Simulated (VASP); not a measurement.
# YPb2IO4 (P4/mmm) in VASP: single point with r2SCAN

Aim: the single point of YPb2IO4 with r2SCAN.

All numbers are computed with VASP 6.6.1; they aren't measurements. Logs are shortened: lines on timing, memory, paths and dates and some standing lists are left out, and cuts for length are marked.

### 1 The cell of the first run

The structure is tetragonal, space group P4/mmm (No. 123). Conventional cell: a = 3.878 Å, b = 3.878 Å, c = 9.413 Å, α = 90.00°, β = 90.00°, γ = 90.00°. Pb (site symmetry 4mm) has 4 O at 2.23 Å within 2.9 Å. Y (site symmetry 4/mmm) has 8 O at 2.36 Å within 3.1 Å. I (site symmetry 4/mmm) has 8 Pb at 3.56 Å and 4 I at 3.88 Å and 8 O at 3.88 Å within 4.7 Å. Within 2.9 Å of O (site symmetry 2mm) lie 2 Pb at 2.23 Å and 2 Y at 2.36 Å and 5 O at 2.68 to 2.74 Å.

### 2 Single point, r2SCAN

POSCAR reads:

```
YPb2IO4
1.0
    3.8780550000      0.0000000000      0.0000000000
    0.0000000000      3.8780550000      0.0000000000
    0.0000000000      0.0000000000      9.4130690000
Pb Y I O
2 1 1 4
Direct
    0.5000000000      0.5000000000      0.7406776483
    0.5000000000      0.5000000000      0.2593223517
    0.0000000000      0.0000000000      0.0000000000
    0.0000000000      0.0000000000      0.5000000000
    0.5000000000      0.0000000000      0.8575888219
    0.0000000000      0.5000000000      0.8575888219
    0.5000000000      0.0000000000      0.1424111781
    0.0000000000      0.5000000000      0.1424111781
```

INCAR.step1 reads:

```
SYSTEM = YPb2IO4
PREC = Accurate ; ENCUT = 520
ISMEAR = -1 ; SIGMA = 0.1262
LREAL = .FALSE. ; LASPH = .TRUE.
NELM = 60 ; NBANDS = 45
GGA = PE ; ALGO = Normal
EDIFF = 1E-4 ; LWAVE = .TRUE.
LCHARG = .FALSE.
```

INCAR.step2 reads:

```
SYSTEM = YPb2IO4
PREC = Accurate ; ENCUT = 520
EDIFF = 1E-6 ; ISMEAR = -1
SIGMA = 0.1262 ; LREAL = .FALSE.
LASPH = .TRUE. ; NELM = 60
ALGO = Normal ; ISIF = 2
LWAVE = .FALSE. ; LCHARG = .FALSE.
METAGGA = R2SCAN ; LMIXTAU = .TRUE.
NBANDS = 45 ; ISTART = 1
```

KPOINTS reads:

```
regular mesh
0
G
  8 8 4
  0 0 0
```

Potentials or basis: VASP PAW PBE potentials, release 64 (Pb_d, Y_sv, I, O).

Started as:

```sh
$ cat potpaw_PBE.64/Pb_d/POTCAR potpaw_PBE.64/Y_sv/POTCAR potpaw_PBE.64/I/POTCAR potpaw_PBE.64/O/POTCAR > POTCAR
$ cp INCAR.step1 INCAR
$ mpirun -np 1 vasp_std > vasp.out
$ cp INCAR.step2 INCAR
$ mpirun -np 1 vasp_std > vasp.out
```

OUTCAR:

```text
SYSTEM = YPb2IO4
   PREC = Accurate
   ENCUT = 520
   EDIFF = 1E-6
   ISMEAR = -1
   LREAL = .FALSE.
   LASPH = .TRUE.
   NELM = 60
   ISIF = 2
   METAGGA = R2SCAN
   ISTART = 1

 ion  position               nearest neighbor table
   1  0.500  0.500  0.741-   5 2.23   6 2.23   5 2.23   6 2.23   4 3.56   4 3.56   4 3.56   4 3.56
                             3 3.67   3 3.67   3 3.67   3 3.67
   2  0.500  0.500  0.259-   7 2.23   8 2.23   7 2.23   8 2.23   4 3.56   4 3.56   4 3.56   4 3.56
                             3 3.67   3 3.67   3 3.67   3 3.67
   3  0.000  0.000  0.000-   5 2.36   6 2.36   7 2.36   8 2.36   6 2.36   8 2.36   5 2.36   7 2.36
                             1 3.67   2 3.67   1 3.67   2 3.67   1 3.67   2 3.67   1 3.67   2 3.67
   4  0.000  0.000  0.500-   1 3.56   2 3.56   1 3.56   2 3.56   1 3.56   2 3.56   1 3.56   2 3.56

   5  0.500  0.000  0.858-   1 2.23   1 2.23   3 2.36   3 2.36
   6  0.000  0.500  0.858-   1 2.23   1 2.23   3 2.36   3 2.36
   7  0.500  0.000  0.142-   2 2.23   2 2.23   3 2.36   3 2.36
   8  0.000  0.500  0.142-   2 2.23   2 2.23   3 2.36   3 2.36

  LATTYP: Found a simple tetragonal cell.
 ALAT       =     3.8780550000
 C/A-ratio  =     2.4272654720

  Lattice vectors:

 A1 = (   3.8780550000,   0.0000000000,   0.0000000000)
 A2 = (   0.0000000000,   3.8780550000,   0.0000000000)
 A3 = (   0.0000000000,   0.0000000000,   9.4130690000)

Analysis of symmetry for initial positions (statically):
=====================================================================
 Subroutine PRICEL returns:
 Original cell was already a primitive cell.

 Routine SETGRP: Setting up the symmetry group for a
 simple tetragonal supercell.

 Subroutine GETGRP returns: Found 16 space group operations
 (whereof 16 operations were pure point group operations)
 out of a pool of 16 trial point group operations.

The static configuration has the point symmetry D_4h.

Analysis of symmetry for dynamics (positions and initial velocities):
=====================================================================
 Subroutine PRICEL returns:
 Original cell was already a primitive cell.

 Routine SETGRP: Setting up the symmetry group for a
 simple tetragonal supercell.

 Subroutine GETGRP returns: Found 16 space group operations
 (whereof 16 operations were pure point group operations)
 out of a pool of 16 trial point group operations.

The dynamic configuration has the point symmetry D_4h.

 Subroutine INISYM returns: Found 16 space group operations
 (whereof 16 operations are pure point group operations),
 and found     1 'primitive' translations

----------------------------------------------------------------------------------------

                                     Primitive cell

  volume of cell :     141.5661

  direct lattice vectors                    reciprocal lattice vectors
     3.878055000  0.000000000  0.000000000     0.257861222  0.000000000  0.000000000
     0.000000000  3.878055000  0.000000000     0.000000000  0.257861222  0.000000000
     0.000000000  0.000000000  9.413069000     0.000000000  0.000000000  0.106235278

  length of vectors
     3.878055000  3.878055000  9.413069000     0.257861222  0.257861222  0.106235278

  position of ions in fractional coordinates (direct lattice)
     0.500000000  0.500000000  0.740677648
     0.500000000  0.500000000  0.259322352
     0.000000000  0.000000000  0.000000000
     0.000000000  0.000000000  0.500000000
     0.500000000  0.000000000  0.857588822
     0.000000000  0.500000000  0.857588822
     0.500000000  0.000000000  0.142411178
     0.000000000  0.500000000  0.142411178

  ion indices of the primitive-cell ions
   primitive index   ion index
                 1           1
                 2           2
                 3           3
                 4           4
                 5           5
                 6           6
                 7           7
                 8           8

----------------------------------------------------------------------------------------

 KPOINTS: regular mesh

Automatic generation of k-mesh.
 Grid dimensions read from file:
 generate k-points for:    8    8    4

 Generating k-lattice:

  Cartesian coordinates                     Fractional coordinates (reciprocal lattice)
     0.032232653  0.000000000  0.000000000     0.125000000  0.000000000  0.000000000
     0.000000000  0.032232653  0.000000000     0.000000000  0.125000000  0.000000000
     0.000000000  0.000000000  0.026558819     0.000000000  0.000000000  0.250000000

  Length of vectors
     0.032232653  0.032232653  0.026558819

  Shift w.r.t. Gamma in fractional coordinates (k-lattice)
     0.000000000  0.000000000  0.000000000

 Subroutine IBZKPT returns following result:
 ===========================================

 Found     45 irreducible k-points:

 Following reciprocal coordinates:
            Coordinates               Weight
  0.000000  0.000000  0.000000      1.000000
  0.125000  0.000000  0.000000      4.000000
  0.250000  0.000000  0.000000      4.000000
  0.375000  0.000000  0.000000      4.000000
  0.500000  0.000000  0.000000      2.000000
  0.125000  0.125000  0.000000      4.000000
[... 16 lines left out ...]
  0.375000  0.125000  0.250000     16.000000
  0.500000  0.125000  0.250000      8.000000
 [... further k-points ...]
   k-points           NKPTS =     45   k-points in BZ     NKDIM =     45   number of bands    NBANDS=     45
   number of dos      NEDOS =    301   number of ions     NIONS =      8
   total plane-waves  NPLWV =  63000
   dimension x,y,z NGX =    30 NGY =   30 NGZ =   70
   dimension x,y,z NGXF=    60 NGYF=   60 NGZF=  140
   ions per type =               2   1   1   4
   NGX,Y,Z   is equivalent  to a cutoff of  12.86, 12.86, 12.36 a.u.
   NGXF,Y,Z  is equivalent  to a cutoff of  25.72, 25.72, 24.73 a.u.
 SYSTEM =  YPb2IO4
   PREC   = accura    normal or accurate (medium, high low for compatibility)
   ISTART =      1    job   : 0-new  1-cont  2-samecut
   ICHARG =      0    charge: 1-file 2-atom 10-const
   ISPIN  =      1    spin polarized calculation?
   LNONCOLLINEAR =      F non collinear calculations
   LSORBIT =      F    spin-orbit coupling
   LASPH  =      T    aspherical Exc in radial PAW
   ENCUT  =  520.0 eV  38.22 Ry    6.18 a.u.   7.21  7.21 17.50*2*pi/ulx,y,z
   NELM   =     60;   NELMIN=  2; NELMDL=  0     # of ELM steps
   EDIFF  = 0.1E-05   stopping-criterion for ELM
   LREAL  =      F    real-space projection
   EDIFFG = 0.1E-04   stopping-criterion for IOM
   NSW    =      0    number of steps for IOM
   IBRION =     -1    ionic relax: 0-MD 1-quasi-New 2-CG
   NFREE  =      0    steps in history (QN), initial steepest desc. (CG)
   ISIF   =      2    stress and relaxation
   ISYM   =      2    0-nonsym 1-usesym 2-fastsym
   POTIM  = 0.5000    time-step for ionic-motion
   TEBEG  =    0.0;   TEEND  =   0.0 temperature during run
   PSTRESS=    0.0 pullay stress
   NELECT =      70.0000    total number of electrons
   NUPDOWN=      -1.0000    fix difference up-down
   EMIN   =  10.00;   EMAX   =-10.00  energy-range for DOS
   EFERMI =   0.00;   METHOD = LEGACY
   ISMEAR =    -1;   SIGMA  =   0.13  broadening in eV -4-tet -1-fermi 0-gaus
   EFERMI_NEDOS =   21; number of points for ismear=-14 and -15
   IALGO  =     38    algorithm
   IMIX   =      4    mixing-type and parameters
     AMIX     =   0.40;   BMIX     =  1.00
     AMIX_MAG =   1.60;   BMIX_MAG =  1.00
  volume/ion in A,a.u.               =      17.70       119.42
  Fermi-wavevector in a.u.,A,eV,Ry     =   1.294557  2.446358 22.801696  1.675877
  Thomas-Fermi vector in A             =   2.426132
   LORBIT       =      0    0 simple, 1 ext, 2 COOP (PROOUT), +10 PAW based schemes
   METAGGA = R2SCAN    functional components
   LHFCALC =     F    Hartree Fock is set to
   AEXX    =    0.0000 exact exchange contribution
   IVDW    =     0    specifies the selected vdW correction
   LEPSILON=     F    determine dielectric tensor
   LRPA    =     F    only Hartree local field effects (RPA)
 non-spin polarized calculation
  energy-cutoff  :      520.00
  volume of cell :      141.57
 maximum number of plane-waves:      3844
 NGX is ok and might be reduce to    30
   NGX = 15   NGY = 15   NGZ = 35

 number of electron      70.0000001 magnetization

 Free energy of the ion-electron system (eV)
  ---------------------------------------------------
  ext. energy  EPLUGINS =         0.00000000
  ---------------------------------------------------
  free energy    TOTEN  =      -195.72597085 eV

  energy without entropy =     -195.59386641  energy(sigma->0) =     -195.65991863

 E-fermi :   4.5286     XC(G=0): -10.9493

 val. band max:        4.5197111869   @ k =   0.5000   0.2500   0.5000
 cond. band min:       4.5337987491   @ k =   0.2500   0.1250   0.2500
 fundamental gap:      0.0140875622
 Fermi energy:         4.5286287839

 k-point     1 :       0.0000    0.0000    0.0000
  band No.  band energies     occupation
      1     -36.7900      2.00000
      2     -16.8785      2.00000
      3     -16.1438      2.00000
      4     -16.1438      2.00000
      5     -14.4379      2.00000
      6     -13.8453      2.00000
[... 37 lines left out ...]
     44      12.1750      0.00000
     45      12.9649      0.00000

 k-point     2 :       0.1250    0.0000    0.0000
  band No.  band energies     occupation
      1     -36.7878      2.00000
      2     -16.8350      2.00000
      3     -16.3070      2.00000
      4     -16.1411      2.00000
      5     -14.3178      2.00000
      6     -13.7763      2.00000
[... 37 lines left out ...]
     44      12.0520      0.00000
     45      12.6018      0.00000

 k-point     3 :       0.2500    0.0000    0.0000
  band No.  band energies     occupation
      1     -36.7827      2.00000
      2     -16.7228      2.00000
      3     -16.6206      2.00000
      4     -16.1344      2.00000
      5     -14.1472      2.00000
      6     -13.7341      2.00000
[... 37 lines left out ...]
     44      12.3618      0.00000
     45      12.5559      0.00000

 k-point     4 :       0.3750    0.0000    0.0000
  band No.  band energies     occupation
      1     -36.7776      2.00000
      2     -16.8721      2.00000
      3     -16.5979      2.00000
      4     -16.1277      2.00000
      5     -14.0608      2.00000
      6     -13.8666      2.00000
[... 901 lines left out ...]
     44      12.6049      0.00000
     45      12.7611      0.00000

 k-point    23 :       0.3750    0.1250    0.2500
  band No.  band energies     occupation
      1     -36.7755      2.00000
      2     -16.8665      2.00000
      3     -16.5542      2.00000
      4     -16.2833      2.00000
      5     -13.8952      2.00000
      6     -13.8509      2.00000
[... 37 lines left out ...]
     44      12.5244      0.00000
     45      12.8136      0.00000

 k-point    24 :       0.5000    0.1250    0.2500
  band No.  band energies     occupation
      1     -36.7733      2.00000
      2     -16.9590      2.00000
      3     -16.4976      2.00000
      4     -16.2798      2.00000
      5     -13.9172      2.00000
      6     -13.8719      2.00000
[... 37 lines left out ...]
     44      12.8212      0.00000
     45      12.8389      0.00000

 [... further k-points ...]

------------------------ aborting loop because EDIFF is reached ----------------------------------------

  FORCE on cell =-STRESS in cart. coord.  units (eV):
  Direction    XX          YY          ZZ          XY          YZ          ZX
  --------------------------------------------------------------------------------------
  -------------------------------------------------------------------------------------
  Total        4.3399763      4.3399763      1.4305020      0.0000000      0.0000000      0.0000000
  in kB       49.1177846     49.1177846     16.1897407      0.0000000      0.0000000      0.0000000
  external PRESSURE =      38.1417700 kB  Pullay stress =       0.0000000 kB

 VOLUME and BASIS-vectors are now :
 -----------------------------------------------------------------------------
  energy-cutoff  :      520.00
  volume of cell :      141.57
      direct lattice vectors                 reciprocal lattice vectors
     3.878055000  0.000000000  0.000000000     0.257861222  0.000000000  0.000000000
     0.000000000  3.878055000  0.000000000     0.000000000  0.257861222  0.000000000
     0.000000000  0.000000000  9.413069000     0.000000000  0.000000000  0.106235278

 POSITION                                       TOTAL-FORCE (eV/Angst)
 -----------------------------------------------------------------------------------
      1.93903      1.93903      6.97205         0.000000     -0.000000     -0.102663
      1.93903      1.93903      2.44102        -0.000000     -0.000000      0.102663
      0.00000      0.00000      0.00000         0.000000      0.000000     -0.000000
      0.00000      0.00000      4.70653         0.000000      0.000000     -0.000000
      1.93903      0.00000      8.07254         0.000000      0.000000      0.042527
      0.00000      1.93903      8.07254         0.000000      0.000000      0.042527
      1.93903      0.00000      1.34053        -0.000000      0.000000     -0.042527
      0.00000      1.93903      1.34053         0.000000      0.000000     -0.042527
 -----------------------------------------------------------------------------------
    total drift:                                0.000000      0.000000      0.000000

  FREE ENERGIE OF THE ION-ELECTRON SYSTEM (eV)
  ---------------------------------------------------
  free  energy   TOTEN  =      -195.7259708548 eV

  energy  without entropy=     -195.5938664076  energy(sigma->0) =     -195.65991863
```

Run time: 17 min. Hardware: 1 thread of Oxide Virtual Turin-like, shared host; peak memory 0.43 GiB.

What came out:

- Free energy: -195.7260 eV
- Pressure: 3.8 GPa
- Largest force: 0.103 eV/Å
- Band gap on the k mesh: zero (band 35 reaches 4.80 eV, above the bottom of band 36 at 3.88 eV)

Forces in eV/Å, atoms in the order of the input:
```
Pb   0.000  0.000 -0.103
Pb   0.000  0.000  0.103
Y    0.000  0.000  0.000
I    0.000  0.000  0.000
O    0.000  0.000  0.043
O    0.000  0.000  0.043
O    0.000  0.000 -0.043
O    0.000  0.000 -0.043
```

Levels at points of the mesh, in eV from the Fermi level:
| k point | band 31 | band 32 | band 33 | band 34 | band 35 | band 36 | band 37 | band 38 | band 39 | band 40 |
| --- | --- | --- | --- | --- | --- | --- | --- | --- | --- | --- |
| (0.00, 0.00, 0.00) | -0.88 | -0.88 | -0.80 | -0.80 | -0.77 | 0.63 | 3.42 | 5.90 | 6.02 | 6.55 |
| (0.50, 0.00, 0.00) | -1.58 | -1.49 | -1.13 | -0.39 | 0.10 | 0.73 | 4.58 | 6.29 | 6.29 | 6.72 |
| (0.50, 0.50, 0.00) | -1.50 | -1.12 | -0.83 | -0.68 | -0.51 | -0.42 | 4.50 | 4.50 | 4.84 | 6.59 |
| (0.00, 0.00, 0.50) | -0.88 | -0.78 | -0.77 | -0.77 | -0.45 | 0.06 | 4.13 | 4.99 | 6.26 | 6.61 |
| (0.50, 0.00, 0.50) | -1.65 | -1.57 | -1.42 | -0.51 | -0.40 | 1.09 | 5.24 | 6.40 | 6.44 | 6.47 |
| (0.50, 0.50, 0.50) | -1.57 | -1.52 | -1.12 | -0.68 | -0.51 | -0.42 | 4.36 | 4.36 | 5.78 | 6.03 |

Caveat: the PAW data sets were made with another functional, which shifts forces and pressure a little; spin-orbit coupling is left out, which moves the levels of the heavy elements.
